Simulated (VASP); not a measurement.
# Ru (Fm-3m) in VASP: notebook

The runs below take Ru through single point, with r2SCAN.

All numbers are computed with VASP 6.6.1; they aren't measurements. Logs are shortened: lines on timing, memory, paths and dates and some standing lists are left out, and cuts for length are marked.

**1. The cell of the first run**

Symmetry: Fm-3m, No. 225, cubic system. Conventional cell: a = 3.830 Å, b = 3.830 Å, c = 3.830 Å, α = 90.00°, β = 90.00°, γ = 90.00°. Within 3.6 Å of Ru (site symmetry m-3m) lie 12 Ru at 2.71 Å.

This isn't the form of Ru at room conditions, which is hcp.

**2. Single point, r2SCAN**

The input, POSCAR:

```
Ru
1.0
    0.0000000000      1.9150000000      1.9150000000
    1.9150000000      0.0000000000      1.9150000000
    1.9150000000      1.9150000000      0.0000000000
Ru
1
Direct
    0.0000000000      0.0000000000      0.0000000000
```

The input, INCAR.step1:

```
SYSTEM = Ru
ALGO = Normal
EDIFF = 1E-5
ENCUT = 620
GGA = PE
GGA_COMPAT = .False.
ISMEAR = 0
LASPH = .True.
LCHARG = .False.
LREAL = .False.
LWAVE = .True.
NBANDS = 14
NELM = 120
PREC = Accurate
SIGMA = 0.15
```

The input, INCAR.step2:

```
SYSTEM = Ru
ALGO = Normal
EDIFF = 1E-6
ENCUT = 620
GGA_COMPAT = .False.
ISIF = 2
ISMEAR = 0
ISTART = 1
LASPH = .True.
LCHARG = .True.
LELF = .True.
LMIXTAU = .True.
LREAL = .False.
LVHAR = .True.
LWAVE = .False.
METAGGA = R2SCAN
NBANDS = 14
NELM = 120
PREC = Accurate
SIGMA = 0.15
```

The input, KPOINTS:

```
k-points
0
Gamma
  24 24 24
  0 0 0
```

Potentials or basis: VASP PAW PBE potentials, release 64 (Ru_sv).

On the command line:

```bash
$ cat potpaw_PBE.64/Ru_sv/POTCAR > POTCAR
$ cp INCAR.step1 INCAR
$ mpirun -np 1 vasp_std > vasp.out
$ cp INCAR.step2 INCAR
$ mpirun -np 1 vasp_std > vasp.out
```

OUTCAR:

```text
SYSTEM = Ru
   EDIFF = 1E-6
   ENCUT = 620
   ISIF = 2
   ISMEAR = 0
   ISTART = 1
   LASPH = .True.
   LREAL = .False.
   METAGGA = R2SCAN
   NELM = 120
   PREC = Accurate

 ion  position               nearest neighbor table
   1  0.000  0.000  0.000-

  LATTYP: Found a face centered cubic cell.
 ALAT       =     3.8300000000

  Lattice vectors:

 A1 = (   0.0000000000,   1.9150000000,   1.9150000000)
 A2 = (   1.9150000000,   0.0000000000,   1.9150000000)
 A3 = (   1.9150000000,   1.9150000000,   0.0000000000)

Analysis of symmetry for initial positions (statically):
=====================================================================
 Subroutine PRICEL returns:
 Original cell was already a primitive cell.

 Routine SETGRP: Setting up the symmetry group for a
 face centered cubic supercell.

 Subroutine GETGRP returns: Found 48 space group operations
 (whereof 48 operations were pure point group operations)
 out of a pool of 48 trial point group operations.

The static configuration has the point symmetry O_h .

Analysis of symmetry for dynamics (positions and initial velocities):
=====================================================================
 Subroutine PRICEL returns:
 Original cell was already a primitive cell.

 Routine SETGRP: Setting up the symmetry group for a
 face centered cubic supercell.

 Subroutine GETGRP returns: Found 48 space group operations
 (whereof 48 operations were pure point group operations)
 out of a pool of 48 trial point group operations.

The dynamic configuration has the point symmetry O_h .

 Subroutine INISYM returns: Found 48 space group operations
 (whereof 48 operations are pure point group operations),
 and found     1 'primitive' translations

----------------------------------------------------------------------------------------

                                     Primitive cell

  volume of cell :      14.0455

  direct lattice vectors                    reciprocal lattice vectors
     0.000000000  1.915000000  1.915000000    -0.261096606  0.261096606  0.261096606
     1.915000000  0.000000000  1.915000000     0.261096606 -0.261096606  0.261096606
     1.915000000  1.915000000  0.000000000     0.261096606  0.261096606 -0.261096606

  length of vectors
     2.708218972  2.708218972  2.708218972     0.452232587  0.452232587  0.452232587

  position of ions in fractional coordinates (direct lattice)
     0.000000000  0.000000000  0.000000000

  ion indices of the primitive-cell ions
   primitive index   ion index
                 1           1

----------------------------------------------------------------------------------------

 KPOINTS: k-points

Automatic generation of k-mesh.
 Grid dimensions read from file:
 generate k-points for:   24   24   24

 Generating k-lattice:

  Cartesian coordinates                     Fractional coordinates (reciprocal lattice)
    -0.010879025  0.010879025  0.010879025     0.041666667  0.000000000  0.000000000
     0.010879025 -0.010879025  0.010879025     0.000000000  0.041666667  0.000000000
     0.010879025  0.010879025 -0.010879025     0.000000000  0.000000000  0.041666667

  Length of vectors
     0.018843024  0.018843024  0.018843024

  Shift w.r.t. Gamma in fractional coordinates (k-lattice)
     0.000000000  0.000000000  0.000000000

 Subroutine IBZKPT returns following result:
 ===========================================

 Found    413 irreducible k-points:

 Following reciprocal coordinates:
            Coordinates               Weight
  0.000000  0.000000  0.000000      1.000000
  0.041667  0.000000  0.000000      8.000000
  0.083333  0.000000  0.000000      8.000000
  0.125000  0.000000  0.000000      8.000000
  0.166667  0.000000  0.000000      8.000000
  0.208333  0.000000  0.000000      8.000000
[... 16 lines left out ...]
  0.416667  0.041667  0.000000     24.000000
  0.458333  0.041667  0.000000     24.000000
 [... further k-points ...]
   k-points           NKPTS =    413   k-points in BZ     NKDIM =    413   number of bands    NBANDS=     14
   number of dos      NEDOS =    301   number of ions     NIONS =      1
   total plane-waves  NPLWV =  13824
   dimension x,y,z NGX =    24 NGY =   24 NGZ =   24
   dimension x,y,z NGXF=    48 NGYF=   48 NGZF=   48
   ions per type =               1
   NGX,Y,Z   is equivalent  to a cutoff of  14.73, 14.73, 14.73 a.u.
   NGXF,Y,Z  is equivalent  to a cutoff of  29.47, 29.47, 29.47 a.u.
 SYSTEM =  Ru
   PREC   = accura    normal or accurate (medium, high low for compatibility)
   ISTART =      1    job   : 0-new  1-cont  2-samecut
   ICHARG =      0    charge: 1-file 2-atom 10-const
   ISPIN  =      1    spin polarized calculation?
   LNONCOLLINEAR =      F non collinear calculations
   LSORBIT =      F    spin-orbit coupling
   LASPH  =      T    aspherical Exc in radial PAW
   ENCUT  =  620.0 eV  45.57 Ry    6.75 a.u.   5.50  5.50  5.50*2*pi/ulx,y,z
   NELM   =    120;   NELMIN=  2; NELMDL=  0     # of ELM steps
   EDIFF  = 0.1E-05   stopping-criterion for ELM
   LREAL  =      F    real-space projection
   EDIFFG = 0.1E-04   stopping-criterion for IOM
   NSW    =      0    number of steps for IOM
   IBRION =     -1    ionic relax: 0-MD 1-quasi-New 2-CG
   NFREE  =      0    steps in history (QN), initial steepest desc. (CG)
   ISIF   =      2    stress and relaxation
   ISYM   =      2    0-nonsym 1-usesym 2-fastsym
   POTIM  = 0.5000    time-step for ionic-motion
   TEBEG  =    0.0;   TEEND  =   0.0 temperature during run
   PSTRESS=    0.0 pullay stress
   NELECT =      16.0000    total number of electrons
   NUPDOWN=      -1.0000    fix difference up-down
   EMIN   =  10.00;   EMAX   =-10.00  energy-range for DOS
   EFERMI =   0.00;   METHOD = LEGACY
   ISMEAR =     0;   SIGMA  =   0.15  broadening in eV -4-tet -1-fermi 0-gaus
   EFERMI_NEDOS =   21; number of points for ismear=-14 and -15
   IALGO  =     38    algorithm
   IMIX   =      4    mixing-type and parameters
     AMIX     =   0.40;   BMIX     =  1.00
     AMIX_MAG =   1.60;   BMIX_MAG =  1.00
  volume/ion in A,a.u.               =      14.05        94.78
  Fermi-wavevector in a.u.,A,eV,Ry     =   1.709764  3.230985 39.773793  2.923291
  Thomas-Fermi vector in A             =   2.788187
   LORBIT       =      0    0 simple, 1 ext, 2 COOP (PROOUT), +10 PAW based schemes
   METAGGA = R2SCAN    functional components
   LHFCALC =     F    Hartree Fock is set to
   AEXX    =    0.0000 exact exchange contribution
   IVDW    =     0    specifies the selected vdW correction
   LEPSILON=     F    determine dielectric tensor
   LRPA    =     F    only Hartree local field effects (RPA)
 non-spin polarized calculation
 Gauss-broadening in eV      SIGMA  =   0.15
  energy-cutoff  :      620.00
  volume of cell :       14.05
 maximum number of plane-waves:       531
 NGX is ok and might be reduce to    24
   NGX = 11   NGY = 11   NGZ = 11

 number of electron      16.0000002 magnetization

 Free energy of the ion-electron system (eV)
  ---------------------------------------------------
  ext. energy  EPLUGINS =         0.00000000
  ---------------------------------------------------
  free energy    TOTEN  =       -25.33562692 eV

  energy without entropy =      -25.32198696  energy(sigma->0) =      -25.32880694

 E-fermi :  14.2611     XC(G=0): -15.2895

 val. band max:       14.2573980981   @ k =  -0.4167   0.3333   0.0000
 cond. band min:      14.2635705842   @ k =  -0.2917   0.2083   0.0000
 fundamental gap:      0.0061724861
 Fermi energy:        14.2610637354

 k-point     1 :       0.0000    0.0000    0.0000
  band No.  band energies     occupation
      1     -60.8832      2.00000
      2     -29.4952      2.00000
      3     -29.4952      2.00000
      4     -29.4952      2.00000
      5       6.2159      2.00000
      6      11.7223      2.00000
      7      11.7223      2.00000
      8      11.7223      2.00000
      9      14.1273      1.79284
     10      14.1273      1.79284
     11      29.8885      0.00000
     12      35.7635      0.00000
     13      35.7635      0.00000
     14      35.7635      0.00000

 k-point     2 :       0.0417    0.0000    0.0000
  band No.  band energies     occupation
      1     -60.8803      2.00000
      2     -29.5135      2.00000
      3     -29.4976      2.00000
      4     -29.4976      2.00000
      5       6.2917      2.00000
      6      11.6822      2.00000
      7      11.7541      2.00000
      8      11.7541      2.00000
      9      14.1070      1.85373
     10      14.1070      1.85373
     11      30.0124      0.00000
     12      35.3675      0.00000
     13      35.8823      0.00000
     14      35.8823      0.00000

 k-point     3 :       0.0833    0.0000    0.0000
  band No.  band energies     occupation
      1     -60.8717      2.00000
      2     -29.5668      2.00000
      3     -29.5046      2.00000
      4     -29.5046      2.00000
      5       6.5135      2.00000
      6      11.5727      2.00000
      7      11.8427      2.00000
      8      11.8427      2.00000
      9      14.0551      1.94788
     10      14.0551      1.94788
     11      30.3655      0.00000
     12      34.4400      0.00000
     13      36.2328      0.00000
     14      36.2328      0.00000
[... 324 lines left out ...]
 k-point    23 :       0.4167    0.0417    0.0000
  band No.  band energies     occupation
      1     -60.7248      2.00000
      2     -30.4277      2.00000
      3     -29.6311      2.00000
      4     -29.6258      2.00000
      5       8.3307      2.00000
      6      11.6383      2.00000
      7      11.7766      2.00000
      8      13.7812      1.99999
      9      15.7487      0.00000
     10      15.8150      0.00000
     11      25.8327      0.00000
     12      30.1716      0.00000
     13      36.5128      0.00000
     14      37.0843      0.00000

 k-point    24 :       0.4583    0.0417    0.0000
  band No.  band energies     occupation
      1     -60.7143      2.00000
      2     -30.4864      2.00000
      3     -29.6372      2.00000
      4     -29.6365      2.00000
      5       8.2718      2.00000
      6      11.5635      2.00000
      7      11.6941      2.00000
      8      14.3968      0.20078
      9      15.9364      0.00000
     10      16.2751      0.00000
     11      24.9003      0.00000
     12      29.8150      0.00000
     13      36.0565      0.00000
     14      36.3383      0.00000

 [... further k-points ...]

------------------------ aborting loop because EDIFF is reached ----------------------------------------

  FORCE on cell =-STRESS in cart. coord.  units (eV):
  Direction    XX          YY          ZZ          XY          YZ          ZX
  --------------------------------------------------------------------------------------
  -------------------------------------------------------------------------------------
  Total       -0.9342456     -0.9342456     -0.9342456     -0.0000000     -0.0000000      0.0000000
  in kB     -106.5700879   -106.5700879   -106.5700879     -0.0000000     -0.0000000      0.0000000
  external PRESSURE =    -106.5700879 kB  Pullay stress =       0.0000000 kB

 VOLUME and BASIS-vectors are now :
 -----------------------------------------------------------------------------
  energy-cutoff  :      620.00
  volume of cell :       14.05
      direct lattice vectors                 reciprocal lattice vectors
     0.000000000  1.915000000  1.915000000    -0.261096606  0.261096606  0.261096606
     1.915000000  0.000000000  1.915000000     0.261096606 -0.261096606  0.261096606
     1.915000000  1.915000000  0.000000000     0.261096606  0.261096606 -0.261096606

 POSITION                                       TOTAL-FORCE (eV/Angst)
 -----------------------------------------------------------------------------------
      0.00000      0.00000      0.00000        -0.000000      0.000000      0.000000
 -----------------------------------------------------------------------------------
    total drift:                                0.000000      0.000000     -0.000000

  FREE ENERGIE OF THE ION-ELECTRON SYSTEM (eV)
  ---------------------------------------------------
  free  energy   TOTEN  =       -25.3356269179 eV

  energy  without entropy=      -25.3219869603  energy(sigma->0) =      -25.32880694
```

It took 3.9 min on 1 thread of Intel Xeon Platinum 8259CL at 2.50GHz (Skylake/Cascade Lake), shared host; peak memory 0.22 GiB.

Results:

```yaml
Free_energy: -25.3356 eV
Pressure: -10.7 GPa
Band_gap_on_the_k_mesh: zero (bands 8 and 9 overlap by 3.46 eV)
```

Caveat: the cell stands under tension; the PAW data sets were made with another functional, which shifts forces and pressure a little.

**3. Single point, r2SCAN**

POSCAR is that of step 2.

The input, INCAR.step1:

```
PREC = Accurate ; ENCUT = 620
ISMEAR = 0 ; SIGMA = 0.15
LREAL = F ; LASPH = T
NELM = 120 ; NBANDS = 14
GGA = PE ; ALGO = Normal
EDIFF = 1E-5 ; LWAVE = T
LCHARG = F ; GGA_COMPAT = F
```

The input, INCAR.step2:

```
PREC = Accurate ; ENCUT = 620
EDIFF = 1E-6 ; ISMEAR = 0
SIGMA = 0.15 ; LREAL = F
LASPH = T ; NELM = 120
ALGO = Normal ; ISIF = 2
LWAVE = F ; LCHARG = F
METAGGA = R2SCAN ; LMIXTAU = T
NBANDS = 14 ; ISTART = 1
GGA_COMPAT = F
```

The input, KPOINTS:

```
Automatic mesh
0
Gamma
  22 22 22
```

Potentials or basis: VASP PAW PBE potentials, release 64 (Ru_sv).

On the command line:

```bash
$ cat potpaw_PBE.64/Ru_sv/POTCAR > POTCAR
$ cp INCAR.step1 INCAR
$ mpirun -np 1 vasp_std > vasp.out
$ cp INCAR.step2 INCAR
$ mpirun -np 1 vasp_std > vasp.out
```

Run time: 2.6 min. Hardware: 1 thread of Intel Xeon Platinum 8259CL at 2.50GHz (Skylake/Cascade Lake), shared host; peak memory 0.2 GiB.

Results (log left out):

| Quantity | Value |
| --- | --- |
| Free energy | -25.3384 eV |
| Pressure | -10.7 GPa |
| Band gap on the k mesh | zero (bands 8 and 9 overlap by 3.52 eV) |

Levels at points of the mesh, in eV from the Fermi level:
```
           k point  band 5  band 6  band 7  band 8  band 9  band 10  band 11  band 12
(0.00, 0.00, 0.00)   -8.04   -2.53   -2.53   -2.53   -0.13    -0.13    15.63    21.51
(0.50, 0.00, 0.00)   -6.07   -2.66   -2.66    1.06    1.72     1.72    10.13    15.27
(0.50, 0.50, 0.00)   -6.35   -5.88    1.66    2.24    2.24     3.71    13.79    13.89
```

Caveat: the cell stands under tension; the PAW data sets were made with another functional, which shifts forces and pressure a little.
